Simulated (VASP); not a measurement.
Set up this calculation in VASP 6.6.1, as the native input.

```yaml
Task: single point
Functional: LDA
Potentials_or_basis: VASP PAW LDA potentials, release 64 (Mg)
Cutoff: 520 eV
k_mesh: 4 × 7 × 1
Occupations: fermi-dirac, width 0.05 eV
Spin: no spin polarisation
Dipole_correction: yes
Electric_field_eV/Å: -0.3 eV/Å
Further_INCAR_settings: ALGO = Normal; EDIFF = 1e-06; NBANDS = 15; EFIELD = -0.3
```

The structure of Mg lies in POSCAR:

```
Mg
1.0
    4.1761726497      0.0000000000      0.0000000000
    0.0000000000      2.5573730174      0.0000000000
    0.0000000000      0.0000000000     22.0277860087
Mg
6
Direct
    0.0000000000      0.0000000000      0.3631776701
    0.5000000000      0.6666666667      0.4179066021
    0.0000000000      0.3333333333      0.4726355340
    0.5000000000      0.0000000000      0.5273644660
    0.0000000000      0.6666666667      0.5820933979
    0.5000000000      0.3333333333      0.6368223299
```

The input as run:

INCAR

```
SYSTEM = Mg
PREC     = Accurate       ! precision mode
ENCUT    = 520            ! plane-wave cutoff, eV
EDIFF    = 1E-6           ! SCF threshold, eV
ISMEAR   = -1             ! smearing method
SIGMA    = 0.05           ! smearing width, eV
LREAL    = .False.        ! projectors in reciprocal space
LASPH    = .True.         ! aspherical terms in the spheres
NELM     = 100            ! most SCF steps
ALGO     = Normal         ! electronic algorithm
ISIF     = 2              ! what is computed and relaxed
LWAVE    = .False.        ! write WAVECAR
LCHARG   = .False.        ! write CHGCAR
LDIPOL   = .True.       
IDIPOL   = 3            
DIPOL    = 0.5 0.5 0.500
GGA      = CA             ! functional
NBANDS   = 15             ! bands
EFIELD   = -0.3
```

KPOINTS

```
regular mesh
0
Gamma
  4 7 1
  0 0 0
```

Potentials or basis: VASP PAW LDA potentials, release 64 (Mg).

Command:

```console
$ cat potpaw_LDA.64/Mg/POTCAR > POTCAR
$ mpirun -np 1 vasp_std > vasp.out
```

Results of the run:

The largest force is 2.441 eV/Å and the band gap on the k mesh is zero (bands 6 and 7 overlap by 2.01 eV).

Caveat: the k points lie up to 0.38 Å⁻¹ apart, too coarse for converged energies and pressures of a metal.

It took 2.2 min on 1 thread of Intel Xeon 8259CL (shared host), peak memory 0.25 GiB.
